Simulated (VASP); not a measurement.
The system is NiO.

```
CELL_PARAMETERS angstrom
0.00000 2.12681 2.12681
2.12681 0.00000 2.12681
2.12681 2.12681 0.00000
ATOMIC_POSITIONS crystal
Ni 0.00000 0.00000 0.00000
O 0.50000 0.50000 0.50000
```

Base run:

```yaml
Program: VASP 6.6.1
Functional: revPBE
Dispersion: D3(BJ)
Potentials_or_basis: VASP PAW PBE potentials, release 64 (Ni, O)
Cutoff: 520 eV
k_mesh: 11 × 11 × 11
Occupations: fermi-dirac, width 0.05 eV
Spin: collinear spin, ferromagnetic start
Starting_moments: "[1.0, 0.0] μB"
```

Its results: pressure -7.7 GPa; net moment 1.88 μB per cell; site moments Ni +1.54; O +0.29 μB.

Task: After a change of settings the same cell gave: pressure 0.2 GPa; net moment 1.88 μB per cell; site moments Ni +1.54; O +0.29 μB. Which change was it?
A. functional from revPBE to RPBE; dispersion from D3(BJ) to D4; cutoff from 520 eV to 600 eV
B. functional from revPBE to r2SCAN
C. functional from revPBE to PBEsol; dispersion from D3(BJ) to none
D. dispersion from D3(BJ) to none

Result: D.

Dispersion adds attraction, which lowers the pressure at fixed volume and, as a term added to the energy, leaves the levels alone.

Caveats: the PAW data sets were made with another functional, which shifts forces and pressure a little; a cell with one magnetic atom can't hold antiferromagnetic order, which such compounds often take; semilocal functionals often make such compounds metallic where correlation or magnetic order opens a gap, which also shifts bond lengths; pairwise dispersion overbinds metals, which lowers pressure and volume (some runs).
